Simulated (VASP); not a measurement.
# KBr (Pm-3m) in VASP: settings compared, part 2 of 2

VASP 6.6.1. The steps go on from the part before.

## Step 4: Single point, b88 exchange, pbe correlation

This run uses another cell than the first one, of 33.06 Å³/atom.

Contents of INCAR:

```
SYSTEM = KBr
PREC = Accurate
ENCUT = 500
EDIFF = 1E-6
ISMEAR = 1
SIGMA = 0.05
LREAL = .FALSE.
LASPH = .TRUE.
NELM = 120
ALGO = Normal
ISIF = 2
LWAVE = .FALSE.
LCHARG = .FALSE.
GGA = LIBXC
LIBXC1 = GGA_X_B88
LIBXC2 = GGA_C_PBE
NBANDS = 15
GGA_COMPAT = .FALSE.
```

Contents of KPOINTS:

```
regular mesh
0
G
  7 7 7
  0 0 0
```

Contents of POSCAR:

```
KBr
1.0
    4.0434990000      0.0000000000      0.0000000000
    0.0000000000      4.0434990000      0.0000000000
    0.0000000000      0.0000000000      4.0434990000
Br K
1 1
Direct
    0.5000000000      0.5000000000      0.5000000000
    0.0000000000      0.0000000000      0.0000000000
```

Potentials or basis: VASP PAW PBE potentials, release 64 (Br, K_sv).

The run is started by

```sh
$ cat potpaw_PBE.64/Br/POTCAR potpaw_PBE.64/K_sv/POTCAR > POTCAR
$ mpirun -np 1 vasp_std > vasp.out
```

OUTCAR:

```text
SYSTEM = KBr
   PREC = Accurate
   ENCUT = 500
   EDIFF = 1E-6
   ISMEAR = 1
   LREAL = .FALSE.
   LASPH = .TRUE.
   NELM = 120
   ISIF = 2
   GGA = LIBXC

 ion  position               nearest neighbor table
   1  0.500  0.500  0.500-
   2  0.000  0.000  0.000-

  LATTYP: Found a simple cubic cell.
 ALAT       =     4.0434990000

  Lattice vectors:

 A1 = (   4.0434990000,   0.0000000000,   0.0000000000)
 A2 = (   0.0000000000,   4.0434990000,   0.0000000000)
 A3 = (   0.0000000000,   0.0000000000,   4.0434990000)

Analysis of symmetry for initial positions (statically):
=====================================================================
 Subroutine PRICEL returns:
 Original cell was already a primitive cell.

 Routine SETGRP: Setting up the symmetry group for a
 simple cubic supercell.

 Subroutine GETGRP returns: Found 48 space group operations
 (whereof 48 operations were pure point group operations)
 out of a pool of 48 trial point group operations.

The static configuration has the point symmetry O_h .

[... 166 lines left out ...]
      2     -13.5552      2.00000
      3     -12.8939      2.00000
      4     -12.8939      2.00000
      5     -12.8939      2.00000
      6      -1.0365      2.00000
      7      -1.0365      2.00000
      8      -1.0365      2.00000
      9       3.2160      0.00000
     10       5.1862      0.00000
     11       5.1862      0.00000
     12       8.9197      0.00000
     13       8.9197      0.00000
     14       8.9197      0.00000
[... 329 lines left out ...]
      2     -13.2192      2.00000
      3     -12.9941      2.00000
      4     -12.9941      2.00000
      5     -12.9882      2.00000
      6      -2.1339      2.00000
      7      -2.1339      2.00000
      8      -2.1116      2.00000
      9       6.4470      0.00000
     10       6.7261      0.00000
     11       6.7261      0.00000
     12       8.4643      0.00000
     13       8.6526      0.00000
     14       8.6526      0.00000
     15      10.4690      0.00000

------------------------ aborting loop because EDIFF is reached ----------------------------------------

  FORCE on cell =-STRESS in cart. coord.  units (eV):
  Direction    XX          YY          ZZ          XY          YZ          ZX
  --------------------------------------------------------------------------------------
  -------------------------------------------------------------------------------------
  Total        0.1473391      0.1473391      0.1473391     -0.0000000     -0.0000000      0.0000000
  in kB        3.5707254      3.5707254      3.5707254     -0.0000000     -0.0000000      0.0000000
  external PRESSURE =       3.5707254 kB  Pullay stress =       0.0000000 kB

 VOLUME and BASIS-vectors are now :
 -----------------------------------------------------------------------------
  energy-cutoff  :      500.00
  volume of cell :       66.11
      direct lattice vectors                 reciprocal lattice vectors
     4.043499000  0.000000000  0.000000000     0.247310559  0.000000000  0.000000000
     0.000000000  4.043499000  0.000000000     0.000000000  0.247310559  0.000000000
     0.000000000  0.000000000  4.043499000     0.000000000  0.000000000  0.247310559

 POSITION                                       TOTAL-FORCE (eV/Angst)
 -----------------------------------------------------------------------------------
      2.02175      2.02175      2.02175         0.000000      0.000000      0.000000
      0.00000      0.00000      0.00000         0.000000      0.000000      0.000000
 -----------------------------------------------------------------------------------
    total drift:                                0.000000      0.000000     -0.000000

  FREE ENERGIE OF THE ION-ELECTRON SYSTEM (eV)
  ---------------------------------------------------
  free  energy   TOTEN  =        -5.8514120580 eV

  energy  without entropy=       -5.8515395624  energy(sigma->0) =       -5.85145456
```

stdout:

```text
POSCAR found type information on POSCAR BrK
 POSCAR found :  2 types and       2 ions
 scaLAPACK will be used
 -----------------------------------------------------------------------------
|                                                                             |
|                                                                             |
|     You enforced a specific xc type in the INCAR file but a different       |
|     I HOPE YOU KNOW WHAT YOU ARE DOING!                                     |
|                                                                             |
 -----------------------------------------------------------------------------

 LDA part: xc-table for (None,None), standard interpolation
 POSCAR, INCAR and KPOINTS ok, starting setup
 FFT: planning ... GRIDC
 FFT: planning ... GRID_SOFT
 FFT: planning ... GRID
 WAVECAR not read
 entering main loop
```

Run time: 23 s. Hardware: 1 thread of Intel Xeon Platinum 8488C (Sapphire Rapids), shared host; peak memory 0.16 GiB.

What came out:

```yaml
Free_energy: -5.8514 eV
Pressure: 0.4 GPa
Band_gap_on_the_k_mesh: 4.02 eV (least direct gap 4.25 eV)
```

Levels at points of the mesh, in eV from the valence-band top:
| k point | band 5 | band 6 | band 7 | band 8 | band 9 | band 10 | band 11 | band 12 |
| --- | --- | --- | --- | --- | --- | --- | --- | --- |
| (0.00, 0.00, 0.00) | -12.09 | -0.23 | -0.23 | -0.23 | 4.02 | 5.99 | 5.99 | 9.72 |

Caveat: the PAW data sets were made with another functional, which shifts forces and pressure a little; an odd mesh through Γ misses points on the zone boundary, where band edges can lie.

## Step 5: Single point, b88 exchange, pbe correlation

This run uses another cell than the first one, of 33.72 Å³/atom.

Contents of INCAR:

```
PREC = Accurate
ENCUT = 500
EDIFF = 1E-6
ISMEAR = 1
SIGMA = 0.05
LREAL = F
LASPH = T
NELM = 120
ALGO = Normal
ISIF = 2
LWAVE = F
LCHARG = F
GGA = LIBXC
LIBXC1 = GGA_X_B88
LIBXC2 = GGA_C_PBE
NBANDS = 15
GGA_COMPAT = F
```

Contents of KPOINTS:

```
Automatic mesh
0
Gamma
  7 7 7
```

Contents of POSCAR:

```
KBr
1.0
    4.0702779195      0.0000000000      0.0000000000
    0.0000000000      4.0702779195      0.0000000000
    0.0000000000      0.0000000000      4.0702779195
Br K
1 1
Direct
    0.5000000000      0.5000000000      0.5000000000
    0.0000000000      0.0000000000      0.0000000000
```

The run is started by

```sh
$ cat potpaw_PBE.64/Br/POTCAR potpaw_PBE.64/K_sv/POTCAR > POTCAR
$ mpirun -np 1 vasp_std > vasp.out
```

Run time: 17 s. Hardware: 1 thread of Intel Xeon Platinum 8488C (Sapphire Rapids), shared host; peak memory 0.17 GiB.

The run converged. Its results:

```yaml
Free_energy: -5.8533 eV
Pressure: 0.1 GPa
Band_gap_on_the_k_mesh: 3.96 eV (least direct gap 4.19 eV)
```

Levels at points of the mesh, in eV from the valence-band top:
```
           k point  band 5  band 6  band 7  band 8  band 9  band 10  band 11  band 12
(0.00, 0.00, 0.00)  -12.13   -0.23   -0.23   -0.23    3.96     6.01     6.01     9.68
```

Caveat: the PAW data sets were made with another functional, which shifts forces and pressure a little; an odd mesh through Γ misses points on the zone boundary, where band edges can lie.

## Step 6: Single point, b88 exchange, pbe correlation

This run uses another cell than the first one, of 34.38 Å³/atom.

INCAR, as its differences from that of step 5:

```diff
@@ -11,3 +11,3 @@
 LWAVE = F
-LCHARG = F
+LCHARG = T
 GGA = LIBXC
@@ -15,2 +15,4 @@
 LIBXC2 = GGA_C_PBE
+LELF = T
+LVHAR = T
 NBANDS = 15
```

Contents of KPOINTS:

```
regular mesh
0
Gamma
  7 7 7
```

Contents of POSCAR:

```
KBr
1.0
    4.0967090362      0.0000000000      0.0000000000
    0.0000000000      4.0967090362      0.0000000000
    0.0000000000      0.0000000000      4.0967090362
Br K
1 1
Direct
    0.5000000000      0.5000000000      0.5000000000
    0.0000000000      0.0000000000      0.0000000000
```

Potentials or basis: VASP PAW PBE potentials, release 64 (Br, K_sv).

The run is started by

```sh
$ cat potpaw_PBE.64/Br/POTCAR potpaw_PBE.64/K_sv/POTCAR > POTCAR
$ mpirun -np 1 vasp_std > vasp.out
```

It took 19 s on 1 thread of Intel Xeon Platinum 8488C (Sapphire Rapids), shared host; peak memory 0.17 GiB.

It converged, with:

```yaml
Free_energy: -5.8529 eV
Pressure: -0.2 GPa
Band_gap_on_the_k_mesh: 3.91 eV (least direct gap 4.14 eV)
```

Levels at points of the mesh, in eV from the valence-band top:
| k point | band 6 | band 7 | band 8 | band 9 | band 10 | band 11 |
| --- | --- | --- | --- | --- | --- | --- |
| (0.00, 0.00, 0.00) | -0.22 | -0.22 | -0.22 | 3.91 | 6.04 | 6.04 |

Caveat: the PAW data sets were made with another functional, which shifts forces and pressure a little; an odd mesh through Γ misses points on the zone boundary, where band edges can lie.

## Step 7: Summary

| cell | gap on the mesh (eV) | pressure (GPa) |
| --- | --- | --- |
| a = 3.989 Å, 2 atoms | 4.14 | 1.0 |
| a = 4.016 Å, 2 atoms | 4.08 | 0.7 |
| a = 4.043 Å, 2 atoms | 4.02 | 0.4 |
| a = 4.070 Å, 2 atoms | 3.96 | 0.1 |
| a = 4.097 Å, 2 atoms | 3.91 | -0.2 |

Alike in all rows: task single point; level b88 exchange, pbe correlation; potentials or basis VASP PAW PBE potentials, release 64 (Br, K_sv); no spin polarisation; k mesh 7 × 7 × 7; cutoff (eV) 500; smearing methfessel-paxton 0.05 eV.

Caveats: the PAW data sets were made with another functional, which shifts forces and pressure a little; an odd mesh through Γ misses points on the zone boundary, where band edges can lie.

Absolute energies hang on the potentials; compare differences alone.
